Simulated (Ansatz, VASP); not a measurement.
# LuAl3N4: VASP beside Ansatz

```xyz
16
Lattice="6.5642 0.0000 0.0000 0.0000 5.6749 0.0000 0.0000 0.0000 5.1665" Properties=species:S:1:pos:R:3 pbc="T T T"
Lu    0.0000    4.7549   -0.0859
Lu    3.2821    0.9200    2.4973
Al    0.0000    1.0556    2.5630
Al    3.2821    4.6194   -0.0203
Al    1.6406    3.7463    2.5601
Al    4.9236    3.7463    2.5601
Al    4.9227    1.9286   -0.0232
Al    1.6415    1.9286   -0.0232
N     0.0000    1.1883    4.4698
N     3.2821    4.4866    1.8865
N     1.7919    3.6899    4.4570
N     4.7723    3.6899    4.4570
N     0.0000    4.8008    2.1907
N     5.0740    1.9850    1.8738
N     1.4902    1.9850    1.8738
N     3.2821    0.8741    4.7739
```

Alike in both runs: functional PBE; k mesh 2 × 2 × 2; occupations gaussian, width 0.15 eV; no spin polarisation.

Ansatz relaxed the structure, and its values are those at the end. VASP's run is a single point on that final structure, the one shown.

|  | VASP | Ansatz |
| --- | --- | --- |
| version | VASP 6.6.1 | Ansatz 0.2.0 |
| potentials or method | VASP PAW PBE potentials, release 64 (Lu, Al, N), cutoff 520 eV | scalar-relativistic, plane waves, PAW |
| valence electrons in the cell | 108 | 108 |

|  | VASP | Ansatz | Ansatz less VASP |
| --- | --- | --- | --- |
| gap on the k mesh at the Fermi level (eV) | 3.22 | 3.22 | +0.002 |
| least direct gap on the mesh (eV) | 3.26 | 3.26 | -0.002 |
| pressure (GPa) | -0.1 | -0.3 | -0.15 |
| rms of the force components (eV/Å) | 0.032 | 0.017 | -0.0149 |

The functional is the same, so the differences come from potentials, cutoffs and numerics.

The k mesh is coarse, so the values compare programs but aren't converged. Spin-orbit coupling is off throughout.
